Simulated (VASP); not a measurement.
# W (Im-3m) in VASP: further runs

W is run at these levels: PBE; tasks: single point.

Everything below comes from runs of VASP 6.6.1. Logs are shortened: lines on timing, memory, paths and dates and some standing lists are left out, and cuts for length are marked.

## Step 1: The cell of the first run

Symmetry: Im-3m, No. 229, cubic system. Conventional cell: a = 3.184 Å, b = 3.184 Å, c = 3.184 Å, α = 90.00°, β = 90.00°, γ = 90.00°. W (site symmetry m-3m) has 14 W at 2.76 to 3.18 Å within 3.6 Å.

## Step 2: Single point, PBE

INCAR

```
  PREC = Accurate
  ENCUT = 520
  EDIFF = 1E-6
  ISMEAR = -1
  SIGMA = 1.0
  LREAL = F
  LASPH = T
  NELM = 60
  ALGO = Normal
  ISIF = 2
  LWAVE = F
  LCHARG = F
  GGA = PE
  NBANDS = 13
```

KPOINTS

```
regular mesh
0
Gamma
  14 14 14
```

POSCAR

```
W
1.0
   -1.5921723362      1.5921723362      1.5921723362
    1.5921723362     -1.5921723362      1.5921723362
    1.5921723362      1.5921723362     -1.5921723362
W
1
Direct
    0.0000000000      0.0000000000      0.0000000000
```

Potentials or basis: VASP PAW PBE potentials, release 64 (W_sv).

The run is started by

```
cat potpaw_PBE.64/W_sv/POTCAR > POTCAR
mpirun -np 1 vasp_std > vasp.out
```

OUTCAR:

```text
PREC = Accurate
   ENCUT = 520
   EDIFF = 1E-6
   ISMEAR = -1
   LREAL = F
   LASPH = T
   NELM = 60
   ISIF = 2
   GGA = PE

 ion  position               nearest neighbor table
   1  0.000  0.000  0.000-

  LATTYP: Found a body centered cubic cell.
 ALAT       =     3.1843446724

  Lattice vectors:

 A1 = (  -1.5921723362,   1.5921723362,   1.5921723362)
 A2 = (   1.5921723362,  -1.5921723362,   1.5921723362)
 A3 = (   1.5921723362,   1.5921723362,  -1.5921723362)

Analysis of symmetry for initial positions (statically):
=====================================================================
 Subroutine PRICEL returns:
 Original cell was already a primitive cell.

 Routine SETGRP: Setting up the symmetry group for a
 body centered cubic supercell.

 Subroutine GETGRP returns: Found 48 space group operations
 (whereof 48 operations were pure point group operations)
 out of a pool of 48 trial point group operations.

The static configuration has the point symmetry O_h .

Analysis of symmetry for dynamics (positions and initial velocities):
=====================================================================
 Subroutine PRICEL returns:
 Original cell was already a primitive cell.

 Routine SETGRP: Setting up the symmetry group for a
 body centered cubic supercell.

 Subroutine GETGRP returns: Found 48 space group operations
 (whereof 48 operations were pure point group operations)
 out of a pool of 48 trial point group operations.

The dynamic configuration has the point symmetry O_h .

 Subroutine INISYM returns: Found 48 space group operations
 (whereof 48 operations are pure point group operations),
 and found     1 'primitive' translations

----------------------------------------------------------------------------------------

                                     Primitive cell

  volume of cell :      16.1447

  direct lattice vectors                    reciprocal lattice vectors
    -1.592172336  1.592172336  1.592172336     0.000000000  0.314036357  0.314036357
     1.592172336 -1.592172336  1.592172336     0.314036357  0.000000000  0.314036357
     1.592172336  1.592172336 -1.592172336     0.314036357  0.314036357  0.000000000

  length of vectors
     2.757723381  2.757723381  2.757723381     0.444114475  0.444114475  0.444114475

  position of ions in fractional coordinates (direct lattice)
     0.000000000  0.000000000  0.000000000

  ion indices of the primitive-cell ions
   primitive index   ion index
                 1           1

----------------------------------------------------------------------------------------

 KPOINTS: regular mesh

Automatic generation of k-mesh.
 Grid dimensions read from file:
 generate k-points for:   14   14   14

 Generating k-lattice:

  Cartesian coordinates                     Fractional coordinates (reciprocal lattice)
     0.000000000  0.022431168  0.022431168     0.071428571  0.000000000  0.000000000
     0.022431168  0.000000000  0.022431168     0.000000000  0.071428571  0.000000000
     0.022431168  0.022431168  0.000000000     0.000000000  0.000000000  0.071428571

  Length of vectors
     0.031722462  0.031722462  0.031722462

  Shift w.r.t. Gamma in fractional coordinates (k-lattice)
     0.000000000  0.000000000  0.000000000

 Subroutine IBZKPT returns following result:
 ===========================================

 Found    104 irreducible k-points:

 Following reciprocal coordinates:
            Coordinates               Weight
  0.000000  0.000000  0.000000      1.000000
  0.071429  0.000000  0.000000     12.000000
  0.142857  0.000000  0.000000     12.000000
  0.214286  0.000000  0.000000     12.000000
  0.285714  0.000000  0.000000     12.000000
  0.357143  0.000000  0.000000     12.000000
[... 16 lines left out ...]
  0.285714  0.285714  0.000000     24.000000
  0.357143  0.285714  0.000000     24.000000
 [... further k-points ...]
   k-points           NKPTS =    104   k-points in BZ     NKDIM =    104   number of bands    NBANDS=     13
   number of dos      NEDOS =    301   number of ions     NIONS =      1
   total plane-waves  NPLWV =  13824
   dimension x,y,z NGX =    24 NGY =   24 NGZ =   24
   dimension x,y,z NGXF=    48 NGYF=   48 NGZF=   48
   ions per type =               1
   NGX,Y,Z   is equivalent  to a cutoff of  14.47, 14.47, 14.47 a.u.
   NGXF,Y,Z  is equivalent  to a cutoff of  28.94, 28.94, 28.94 a.u.
 SYSTEM =  unknown system
   PREC   = accura    normal or accurate (medium, high low for compatibility)
   ISTART =      0    job   : 0-new  1-cont  2-samecut
   ICHARG =      2    charge: 1-file 2-atom 10-const
   ISPIN  =      1    spin polarized calculation?
   LNONCOLLINEAR =      F non collinear calculations
   LSORBIT =      F    spin-orbit coupling
   LASPH  =      T    aspherical Exc in radial PAW
   ENCUT  =  520.0 eV  38.22 Ry    6.18 a.u.   5.13  5.13  5.13*2*pi/ulx,y,z
   NELM   =     60;   NELMIN=  2; NELMDL= -5     # of ELM steps
   EDIFF  = 0.1E-05   stopping-criterion for ELM
   LREAL  =      F    real-space projection
   EDIFFG = 0.1E-04   stopping-criterion for IOM
   NSW    =      0    number of steps for IOM
   IBRION =     -1    ionic relax: 0-MD 1-quasi-New 2-CG
   NFREE  =      0    steps in history (QN), initial steepest desc. (CG)
   ISIF   =      2    stress and relaxation
   ISYM   =      2    0-nonsym 1-usesym 2-fastsym
   POTIM  = 0.5000    time-step for ionic-motion
   TEBEG  =    0.0;   TEEND  =   0.0 temperature during run
   PSTRESS=    0.0 pullay stress
   NELECT =      14.0000    total number of electrons
   NUPDOWN=      -1.0000    fix difference up-down
   EMIN   =  10.00;   EMAX   =-10.00  energy-range for DOS
   EFERMI =   0.00;   METHOD = LEGACY
   ISMEAR =    -1;   SIGMA  =   1.00  broadening in eV -4-tet -1-fermi 0-gaus
   EFERMI_NEDOS =   21; number of points for ismear=-14 and -15
   IALGO  =     38    algorithm
   IMIX   =      4    mixing-type and parameters
     AMIX     =   0.40;   BMIX     =  1.00
     AMIX_MAG =   1.60;   BMIX_MAG =  1.00
  volume/ion in A,a.u.               =      16.14       108.95
  Fermi-wavevector in a.u.,A,eV,Ry     =   1.561136  2.950119 33.159384  2.437146
  Thomas-Fermi vector in A             =   2.664246
   LORBIT       =      0    0 simple, 1 ext, 2 COOP (PROOUT), +10 PAW based schemes
   GGA     = PE    functional components
   LHFCALC =     F    Hartree Fock is set to
   AEXX    =    0.0000 exact exchange contribution
   IVDW    =     0    specifies the selected vdW correction
   LEPSILON=     F    determine dielectric tensor
   LRPA    =     F    only Hartree local field effects (RPA)
 non-spin polarized calculation
  energy-cutoff  :      520.00
  volume of cell :       16.14
 maximum number of plane-waves:       466
 NGX is ok and might be reduce to    24
   NGX = 11   NGY = 11   NGZ = 11

 number of electron      14.0000002 magnetization

 Free energy of the ion-electron system (eV)
  ---------------------------------------------------
  ext. energy  EPLUGINS =         0.00000000
  ---------------------------------------------------
  free energy    TOTEN  =       -14.16749751 eV

  energy without entropy =      -11.35503074  energy(sigma->0) =      -12.76126412

 E-fermi :  11.1621     XC(G=0): -13.5094

 val. band max:       11.1549970333   @ k =  -0.1429   0.1429   0.1429
 cond. band min:      11.2111239469   @ k =   0.4286   0.0714   0.0000
 fundamental gap:      0.0561269136
 Fermi energy:        11.1620681211

 k-point     1 :       0.0000    0.0000    0.0000
  band No.  band energies     occupation
      1     -62.7647      2.00000
      2     -26.3884      2.00000
      3     -26.3884      2.00000
      4     -26.3884      2.00000
      5       1.6415      1.99985
      6      10.0789      1.49418
      7      10.0789      1.49418
      8      10.0789      1.49418
      9      13.5057      0.17514
     10      13.5057      0.17514
     11      25.6339      0.00000
     12      25.6339      0.00000
     13      25.6339      0.00000

 k-point     2 :       0.0714    0.0000    0.0000
  band No.  band energies     occupation
      1     -62.7586      2.00000
      2     -26.4541      2.00000
      3     -26.4089      2.00000
      4     -26.3887      2.00000
      5       1.8832      1.99981
      6       9.9315      1.54783
      7      10.0420      1.50800
      8      10.3125      1.40095
      9      13.2768      0.21535
     10      13.5075      0.17486
     11      25.8383      0.00000
     12      26.0470      0.00000
     13      26.2200      0.00000

 k-point     3 :       0.1429    0.0000    0.0000
  band No.  band energies     occupation
      1     -62.7413      2.00000
      2     -26.6351      2.00000
      3     -26.4660      2.00000
      4     -26.3896      2.00000
      5       2.5641      1.99963
      6       9.5445      1.66892
      7       9.8667      1.57010
      8      11.0009      1.08042
      9      12.8928      0.30100
     10      13.5315      0.17107
     11      26.2662      0.00000
     12      27.2264      0.00000
     13      27.5308      0.00000
[... 305 lines left out ...]
 k-point    23 :       0.2857    0.2857    0.0000
  band No.  band energies     occupation
      1     -62.6285      2.00000
      2     -27.3795      2.00000
      3     -27.0540      2.00000
      4     -26.5361      2.00000
      5       6.7665      1.97564
      6       8.1261      1.90835
      7       9.0787      1.77856
      8      13.4813      0.17908
      9      14.3075      0.08254
     10      19.8484      0.00034
     11      20.3619      0.00020
     12      24.3415      0.00000
     13      27.6432      0.00000

 k-point    24 :       0.3571    0.2857    0.0000
  band No.  band energies     occupation
      1     -62.6246      2.00000
      2     -27.3328      2.00000
      3     -27.1454      2.00000
      4     -26.5426      2.00000
      5       6.8743      1.97290
      6       8.2842      1.89349
      7       8.9597      1.80093
      8      13.7274      0.14280
      9      14.3132      0.08209
     10      19.3822      0.00054
     11      21.2747      0.00008
     12      23.2910      0.00001
     13      28.1132      0.00000

 [... further k-points ...]

------------------------ aborting loop because EDIFF is reached ----------------------------------------

  FORCE on cell =-STRESS in cart. coord.  units (eV):
  Direction    XX          YY          ZZ          XY          YZ          ZX
  --------------------------------------------------------------------------------------
  -------------------------------------------------------------------------------------
  Total        1.7243146      1.7243146      1.7243146      0.0000000     -0.0000000      0.0000000
  in kB      171.1184648    171.1184648    171.1184648      0.0000000     -0.0000000      0.0000000
  external PRESSURE =     171.1184648 kB  Pullay stress =       0.0000000 kB

 VOLUME and BASIS-vectors are now :
 -----------------------------------------------------------------------------
  energy-cutoff  :      520.00
  volume of cell :       16.14
      direct lattice vectors                 reciprocal lattice vectors
    -1.592172336  1.592172336  1.592172336     0.000000000  0.314036357  0.314036357
     1.592172336 -1.592172336  1.592172336     0.314036357  0.000000000  0.314036357
     1.592172336  1.592172336 -1.592172336     0.314036357  0.314036357  0.000000000

 POSITION                                       TOTAL-FORCE (eV/Angst)
 -----------------------------------------------------------------------------------
      0.00000      0.00000      0.00000        -0.000000      0.000000      0.000000
 -----------------------------------------------------------------------------------
    total drift:                               -0.000000      0.000000      0.000000

  FREE ENERGIE OF THE ION-ELECTRON SYSTEM (eV)
  ---------------------------------------------------
  free  energy   TOTEN  =       -14.1674975130 eV

  energy  without entropy=      -11.3550307351  energy(sigma->0) =      -12.76126412
```

It took 44 s on 1 thread of AMD EPYC 7R13, shared host; peak memory 0.12 GiB.

What came out:

* Free energy: -14.1675 eV
* Pressure: 17.1 GPa
* Band gap on the k mesh: zero (band 7 reaches 16.36 eV, above the bottom of band 8 at 10.08 eV)

Caveat: spin-orbit coupling is left out, which moves the levels of the heavy elements.

## Step 3: Single point, PBE

INCAR

```
SYSTEM = W
PREC     = Accurate       ! precision mode
ENCUT    = 520            ! plane-wave cutoff, eV
EDIFF    = 1E-6           ! SCF threshold, eV
ISMEAR   = 0              ! smearing method
SIGMA    = 0.01           ! smearing width, eV
LREAL    = .False.        ! projectors in reciprocal space
LASPH    = .True.         ! aspherical terms in the spheres
NELM     = 100            ! most SCF steps
ALGO     = Normal         ! electronic algorithm
ISIF     = 2              ! what is computed and relaxed
LWAVE    = .False.        ! write WAVECAR
LCHARG   = .False.        ! write CHGCAR
GGA      = PE             ! functional
NBANDS   = 13             ! bands
```

KPOINTS

```
regular mesh
0
Gamma
  14 14 14
  0 0 0
```

POSCAR is that of step 2.

Potentials or basis: VASP PAW PBE potentials, release 64 (W_sv).

The run is started by

```
cat potpaw_PBE.64/W_sv/POTCAR > POTCAR
mpirun -np 1 vasp_std > vasp.out
```

Run time: 45 s. Hardware: 1 thread of AMD EPYC 7R13, shared host; peak memory 0.12 GiB.

The run converged. Its results:

| Quantity | Value |
| --- | --- |
| Free energy | -12.9471 eV |
| Pressure | 0.8 GPa |
| Band gap on the k mesh | zero (band 7 reaches 16.20 eV, above the bottom of band 8 at 9.97 eV) |

Levels at points of the mesh, in eV from the Fermi level:
```
           k point  band 4  band 5  band 6  band 7  band 8  band 9  band 10  band 11
(0.00, 0.00, 0.00)  -37.91   -9.62   -1.30   -1.30   -1.30    2.12     2.12    14.39
(0.50, 0.00, 0.00)  -37.91   -6.25   -3.58    0.53    2.00    2.96     5.88    10.69
(0.50, 0.50, 0.50)  -38.76   -5.78   -5.78    4.93    4.93    4.93     8.01     8.01
```

Caveat: spin-orbit coupling is left out, which moves the levels of the heavy elements.
